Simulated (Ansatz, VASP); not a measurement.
## Two plane-wave programs on MgO

```
Mg O
1.0
    -0.03462    2.06755    2.06755
     2.06755   -0.03462    2.06755
     2.06755    2.06755   -0.03462
Mg O
1 1
Direct
  0.00000 0.00000 0.00000
  0.50000 0.50000 0.50000
```

Change from the starting cell: shear_111 strain -2.5%.

Alike in both runs: task single point; functional PBE; k mesh 10 × 10 × 10; occupations fermi-dirac, width 0.02 eV; no spin polarisation.

|  | VASP | Ansatz |
| --- | --- | --- |
| version | VASP 6.6.1 | Ansatz 0.2.0 |
| potentials or method | VASP PAW PBE potentials, release 64 (Mg, O) | plane waves, PAW |
| plane-wave cutoff (eV) | 520 | 420 |
| valence electrons in the cell | 8 | 16 |

```csv
,VASP,Ansatz,Ansatz less VASP
gap on the k mesh at the Fermi level (eV),4.89,4.91,+0.017
pressure (GPa),9.4,10.1,+0.76
"traceless stress, the component that is largest in VASP (GPa)",2.44,2.42,-0.018
```

VASP's potentials hold 8 valence electrons a cell and Ansatz's 16, so a difference there can come from the potentials and not from the codes.
